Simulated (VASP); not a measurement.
# CsIn (Pm-3m) in VASP: a series of runs

The runs below take CsIn through single point, relaxation of cell and atoms, with PBE.

All numbers are computed with VASP 6.6.1; they aren't measurements. Logs are shortened: lines on timing, memory, paths and dates and some standing lists are left out, and cuts for length are marked.

### Step 1. The cell of the first run

It takes space group Pm-3m (No. 221, cubic). The conventional cell has a = 4.618 Å, b = 4.618 Å, c = 4.618 Å, α = 90.00°, β = 90.00°, γ = 90.00°. Cs (site symmetry m-3m) has 8 In at 4.00 Å and 6 Cs at 4.62 Å within 5.2 Å. In (site symmetry m-3m) has 8 Cs at 4.00 Å and 6 In at 4.62 Å within 5.2 Å.

### Step 2. Single point, PBE

Input file INCAR:

```
SYSTEM = CsIn
PREC = Accurate ; ENCUT = 520
EDIFF = 1E-7 ; ISMEAR = 0
SIGMA = 0.1 ; LREAL = .False.
LASPH = .True. ; NELM = 100
ALGO = Fast ; ISIF = 2
LWAVE = .False. ; LCHARG = .True.
GGA = PE ; LELF = .True.
LVHAR = .True. ; NBANDS = 18
```

Input file KPOINTS:

```
regular mesh
0
Gamma
  12 12 12
  0 0 0
```

Input file POSCAR:

```
CsIn
1.0
    4.6180458657      0.0000000000      0.0000000000
    0.0000000000      4.6180458657      0.0000000000
    0.0000000000      0.0000000000      4.6180458657
Cs In
1 1
Direct
    0.0000000000      0.0000000000      0.0000000000
    0.5000000000      0.5000000000      0.5000000000
```

Potentials or basis: VASP PAW PBE potentials, release 64 (Cs_sv, In_d).

Launch:

```console
$ cat potpaw_PBE.64/Cs_sv/POTCAR potpaw_PBE.64/In_d/POTCAR > POTCAR
$ mpirun -np 1 vasp_std > vasp.out
```

OUTCAR:

```text
SYSTEM = CsIn
   PREC = Accurate
   ENCUT = 520
   EDIFF = 1E-7
   ISMEAR = 0
   LREAL = .False.
   LASPH = .True.
   NELM = 100
   ISIF = 2
   GGA = PE

 ion  position               nearest neighbor table
   1  0.000  0.000  0.000-
   2  0.500  0.500  0.500-

  LATTYP: Found a simple cubic cell.
 ALAT       =     4.6180458657

  Lattice vectors:

 A1 = (   4.6180458657,   0.0000000000,   0.0000000000)
 A2 = (   0.0000000000,   4.6180458657,   0.0000000000)
 A3 = (   0.0000000000,   0.0000000000,   4.6180458657)

Analysis of symmetry for initial positions (statically):
=====================================================================
 Subroutine PRICEL returns:
 Original cell was already a primitive cell.

 Routine SETGRP: Setting up the symmetry group for a
 simple cubic supercell.

 Subroutine GETGRP returns: Found 48 space group operations
 (whereof 48 operations were pure point group operations)
 out of a pool of 48 trial point group operations.

The static configuration has the point symmetry O_h .

Analysis of symmetry for dynamics (positions and initial velocities):
=====================================================================
 Subroutine PRICEL returns:
 Original cell was already a primitive cell.

 Routine SETGRP: Setting up the symmetry group for a
 simple cubic supercell.

 Subroutine GETGRP returns: Found 48 space group operations
 (whereof 48 operations were pure point group operations)
 out of a pool of 48 trial point group operations.

The dynamic configuration has the point symmetry O_h .

 Subroutine INISYM returns: Found 48 space group operations
 (whereof 48 operations are pure point group operations),
 and found     1 'primitive' translations

----------------------------------------------------------------------------------------

                                     Primitive cell

  volume of cell :      98.4861

  direct lattice vectors                    reciprocal lattice vectors
     4.618045866  0.000000000  0.000000000     0.216541808  0.000000000  0.000000000
     0.000000000  4.618045866  0.000000000     0.000000000  0.216541808  0.000000000
     0.000000000  0.000000000  4.618045866     0.000000000  0.000000000  0.216541808

  length of vectors
     4.618045866  4.618045866  4.618045866     0.216541808  0.216541808  0.216541808

  position of ions in fractional coordinates (direct lattice)
     0.000000000  0.000000000  0.000000000
     0.500000000  0.500000000  0.500000000

  ion indices of the primitive-cell ions
   primitive index   ion index
                 1           1
                 2           2

----------------------------------------------------------------------------------------

 KPOINTS: regular mesh

Automatic generation of k-mesh.
 Grid dimensions read from file:
 generate k-points for:   12   12   12

 Generating k-lattice:

  Cartesian coordinates                     Fractional coordinates (reciprocal lattice)
     0.018045151  0.000000000  0.000000000     0.083333333  0.000000000  0.000000000
     0.000000000  0.018045151  0.000000000     0.000000000  0.083333333  0.000000000
     0.000000000  0.000000000  0.018045151     0.000000000  0.000000000  0.083333333

  Length of vectors
     0.018045151  0.018045151  0.018045151

  Shift w.r.t. Gamma in fractional coordinates (k-lattice)
     0.000000000  0.000000000  0.000000000

 Subroutine IBZKPT returns following result:
 ===========================================

 Found     84 irreducible k-points:

 Following reciprocal coordinates:
            Coordinates               Weight
  0.000000  0.000000  0.000000      1.000000
  0.083333  0.000000  0.000000      6.000000
  0.166667  0.000000  0.000000      6.000000
  0.250000  0.000000  0.000000      6.000000
  0.333333  0.000000  0.000000      6.000000
  0.416667  0.000000  0.000000      6.000000
[... 16 lines left out ...]
  0.333333  0.333333  0.000000     12.000000
  0.416667  0.333333  0.000000     24.000000
 [... further k-points ...]
   k-points           NKPTS =     84   k-points in BZ     NKDIM =     84   number of bands    NBANDS=     18
   number of dos      NEDOS =    301   number of ions     NIONS =      2
   total plane-waves  NPLWV =  46656
   dimension x,y,z NGX =    36 NGY =   36 NGZ =   36
   dimension x,y,z NGXF=    72 NGYF=   72 NGZF=   72
   ions per type =               1   1
   NGX,Y,Z   is equivalent  to a cutoff of  12.96, 12.96, 12.96 a.u.
   NGXF,Y,Z  is equivalent  to a cutoff of  25.92, 25.92, 25.92 a.u.
 SYSTEM =  CsIn
   PREC   = accura    normal or accurate (medium, high low for compatibility)
   ISTART =      0    job   : 0-new  1-cont  2-samecut
   ICHARG =      2    charge: 1-file 2-atom 10-const
   ISPIN  =      1    spin polarized calculation?
   LNONCOLLINEAR =      F non collinear calculations
   LSORBIT =      F    spin-orbit coupling
   LASPH  =      T    aspherical Exc in radial PAW
   ENCUT  =  520.0 eV  38.22 Ry    6.18 a.u.   8.59  8.59  8.59*2*pi/ulx,y,z
   NELM   =    100;   NELMIN=  2; NELMDL= -5     # of ELM steps
   EDIFF  = 0.1E-06   stopping-criterion for ELM
   LREAL  =      F    real-space projection
   EDIFFG = 0.1E-05   stopping-criterion for IOM
   NSW    =      0    number of steps for IOM
   IBRION =     -1    ionic relax: 0-MD 1-quasi-New 2-CG
   NFREE  =      0    steps in history (QN), initial steepest desc. (CG)
   ISIF   =      2    stress and relaxation
   ISYM   =      2    0-nonsym 1-usesym 2-fastsym
   POTIM  = 0.5000    time-step for ionic-motion
   TEBEG  =    0.0;   TEEND  =   0.0 temperature during run
   PSTRESS=    0.0 pullay stress
   NELECT =      22.0000    total number of electrons
   NUPDOWN=      -1.0000    fix difference up-down
   EMIN   =  10.00;   EMAX   =-10.00  energy-range for DOS
   EFERMI =   0.00;   METHOD = LEGACY
   ISMEAR =     0;   SIGMA  =   0.10  broadening in eV -4-tet -1-fermi 0-gaus
   EFERMI_NEDOS =   21; number of points for ismear=-14 and -15
   IALGO  =     68    algorithm
   IMIX   =      4    mixing-type and parameters
     AMIX     =   0.40;   BMIX     =  1.00
     AMIX_MAG =   1.60;   BMIX_MAG =  1.00
  volume/ion in A,a.u.               =      49.24       332.31
  Fermi-wavevector in a.u.,A,eV,Ry     =   0.993324  1.877110 13.424760  0.986692
  Thomas-Fermi vector in A             =   2.125198
   LORBIT       =      0    0 simple, 1 ext, 2 COOP (PROOUT), +10 PAW based schemes
   GGA     = PE    functional components
   LHFCALC =     F    Hartree Fock is set to
   AEXX    =    0.0000 exact exchange contribution
   IVDW    =     0    specifies the selected vdW correction
   LEPSILON=     F    determine dielectric tensor
   LRPA    =     F    only Hartree local field effects (RPA)
 non-spin polarized calculation
 RMM-DIIS sequential band-by-band and
 Gauss-broadening in eV      SIGMA  =   0.10
  energy-cutoff  :      520.00
  volume of cell :       98.49
 maximum number of plane-waves:      2680
 NGX is ok and might be reduce to    36
   NGX = 17   NGY = 17   NGZ = 17

 number of electron      21.9999987 magnetization

 Free energy of the ion-electron system (eV)
  ---------------------------------------------------
  ext. energy  EPLUGINS =         0.00000000
  ---------------------------------------------------
  free energy    TOTEN  =        -3.07641374 eV

  energy without entropy =       -3.06288328  energy(sigma->0) =       -3.06964851

 E-fermi :   2.5725     XC(G=0):  -7.7969

 val. band max:        2.5700815774   @ k =   0.5000   0.4167   0.1667
 cond. band min:       2.5752463184   @ k =   0.2500   0.1667   0.0000
 fundamental gap:      0.0051647410
 Fermi energy:         2.5725475878

 k-point     1 :       0.0000    0.0000    0.0000
  band No.  band energies     occupation
      1     -19.9129      2.00000
      2     -12.1181      2.00000
      3     -12.1181      2.00000
      4     -12.1139      2.00000
      5     -12.1139      2.00000
      6     -12.1139      2.00000
[... 10 lines left out ...]
     17       8.3168      0.00000
     18       8.3168      0.00000

 k-point     2 :       0.0833    0.0000    0.0000
  band No.  band energies     occupation
      1     -19.9115      2.00000
      2     -12.1181      2.00000
      3     -12.1171      2.00000
      4     -12.1143      2.00000
      5     -12.1143      2.00000
      6     -12.1138      2.00000
[... 10 lines left out ...]
     17       8.3358      0.00000
     18       8.3438      0.00000

 k-point     3 :       0.1667    0.0000    0.0000
  band No.  band energies     occupation
      1     -19.9076      2.00000
      2     -12.1180      2.00000
      3     -12.1155      2.00000
      4     -12.1155      2.00000
      5     -12.1142      2.00000
      6     -12.1138      2.00000
[... 10 lines left out ...]
     17       8.3930      0.00000
     18       8.4417      0.00000

 k-point     4 :       0.2500    0.0000    0.0000
  band No.  band energies     occupation
      1     -19.9023      2.00000
      2     -12.1178      2.00000
      3     -12.1171      2.00000
      4     -12.1171      2.00000
      5     -12.1136      2.00000
      6     -12.1103      2.00000
[... 375 lines left out ...]
      4     -12.1158      2.00000
      5     -12.1124      2.00000
      6     -12.0989      2.00000
[... 10 lines left out ...]
     17       8.1185      0.00000
     18       8.1850      0.00000

 k-point    23 :       0.3333    0.3333    0.0000
  band No.  band energies     occupation
      1     -19.8818      2.00000
      2     -12.1207      2.00000
      3     -12.1177      2.00000
      4     -12.1172      2.00000
      5     -12.1116      2.00000
      6     -12.0997      2.00000
[... 10 lines left out ...]
     17       8.1608      0.00000
     18       8.2368      0.00000

 k-point    24 :       0.4167    0.3333    0.0000
  band No.  band energies     occupation
      1     -19.8780      2.00000
      2     -12.1211      2.00000
      3     -12.1184      2.00000
      4     -12.1171      2.00000
      5     -12.1109      2.00000
      6     -12.0973      2.00000
[... 10 lines left out ...]
     17       7.7441      0.00000
     18       8.4355      0.00000

 [... further k-points ...]

------------------------ aborting loop because EDIFF is reached ----------------------------------------

  FORCE on cell =-STRESS in cart. coord.  units (eV):
  Direction    XX          YY          ZZ          XY          YZ          ZX
  --------------------------------------------------------------------------------------
  -------------------------------------------------------------------------------------
  Total        0.0194703      0.0194703      0.0194703     -0.0000000      0.0000000      0.0000000
  in kB        0.3167434      0.3167434      0.3167434     -0.0000000      0.0000000      0.0000000
  external PRESSURE =       0.3167434 kB  Pullay stress =       0.0000000 kB

 VOLUME and BASIS-vectors are now :
 -----------------------------------------------------------------------------
  energy-cutoff  :      520.00
  volume of cell :       98.49
      direct lattice vectors                 reciprocal lattice vectors
     4.618045866  0.000000000  0.000000000     0.216541808  0.000000000  0.000000000
     0.000000000  4.618045866  0.000000000     0.000000000  0.216541808  0.000000000
     0.000000000  0.000000000  4.618045866     0.000000000  0.000000000  0.216541808

 POSITION                                       TOTAL-FORCE (eV/Angst)
 -----------------------------------------------------------------------------------
      0.00000      0.00000      0.00000         0.000000      0.000000      0.000000
      2.30902      2.30902      2.30902         0.000000      0.000000      0.000000
 -----------------------------------------------------------------------------------
    total drift:                                0.000000      0.000000      0.000000

  FREE ENERGIE OF THE ION-ELECTRON SYSTEM (eV)
  ---------------------------------------------------
  free  energy   TOTEN  =        -3.0764137424 eV

  energy  without entropy=       -3.0628832760  energy(sigma->0) =       -3.06964851
```

Run time: 2.5 min. Hardware: 1 thread of AMD EPYC 7R13 (Zen 3), shared host; peak memory 0.28 GiB.

Results:

* Free energy: -3.0764 eV
* Pressure: 0.0 GPa
* Band gap on the k mesh: zero (bands 11 and 12 overlap by 2.63 eV)

Caveat: spin-orbit coupling is left out, which moves the levels of the heavy elements.

### Step 3. Relaxation of cell and atoms, PBE

Input file INCAR:

```
SYSTEM = CsIn
ALGO = Fast
EDIFF = 1E-6
EDIFFG = -0.01
ENCUT = 600
GGA = PE
IBRION = 2
ISIF = 3
ISMEAR = 0
LASPH = .TRUE.
LCHARG = .FALSE.
LREAL = .FALSE.
LWAVE = .FALSE.
NELM = 100
NSW = 100
PREC = Accurate
SIGMA = 0.1
```

Input file KPOINTS:

```
k-points
0
G
  12 12 12
  0 0 0
```

Input file POSCAR:

```
CsIn
1.0
    4.6157591803      0.0000000000      0.0000000000
    0.0000000000      4.6157591803      0.0000000000
    0.0000000000      0.0000000000      4.6157591803
Cs In
1 1
Direct
    0.0000000000      0.0000000000      0.0000000000
    0.5000000000      0.5000000000      0.5000000000
```

Potentials or basis: VASP PAW PBE potentials, release 64 (Cs_sv, In_d).

Launch:

```console
$ cat potpaw_PBE.64/Cs_sv/POTCAR potpaw_PBE.64/In_d/POTCAR > POTCAR
$ mpirun -np 1 vasp_std > vasp.out
```

It took 3.1 min on 1 thread of AMD EPYC 7R13 (Zen 3), shared host; peak memory 0.33 GiB.

The run converged. Its results:

```
Free energy                           : -3.0764 eV
Relaxed volume                        : 49.31 Å³/atom
Relaxed cell                          : a = 4.620 Å, b = 4.620 Å, c = 4.620 Å, α = 90.00°, β = 90.00°, γ = 90.00°
Space group after relaxing (to 0.1 Å) : Pm-3m (No. 221)
Energy gained by relaxing             : 0.0 meV/atom
Ionic steps                           : 2
Pressure after relaxing               : 0.0 GPa
Band gap on the k mesh                : zero (bands 11 and 12 overlap by 2.63 eV)
```

Final structure:
```xyz
2
Lattice="4.6200 0.0000 0.0000 0.0000 4.6200 0.0000 0.0000 0.0000 4.6200" Properties=species:S:1:pos:R:3 pbc="T T T"
Cs    0.0000    0.0000    0.0000
In    2.3100    2.3100    2.3100
```

Levels at points of the mesh, in eV from the Fermi level:
```
           k point  band 7  band 8  band 9  band 10  band 11  band 12  band 13  band 14  band 15
(0.00, 0.00, 0.00)   -9.21   -9.21   -9.21    -5.59     1.96     1.96     2.26     2.26     2.26
(0.50, 0.00, 0.00)   -9.69   -9.16   -9.16    -4.53    -1.36     1.62     1.62     2.74     5.05
(0.50, 0.50, 0.00)   -9.55   -9.55   -9.13    -4.65     0.19     0.19     2.00     2.86     4.11
(0.50, 0.50, 0.50)   -9.46   -9.46   -9.46    -3.96    -0.68    -0.68    -0.68     5.10     5.10
```

Caveat: spin-orbit coupling is left out, which moves the levels of the heavy elements.
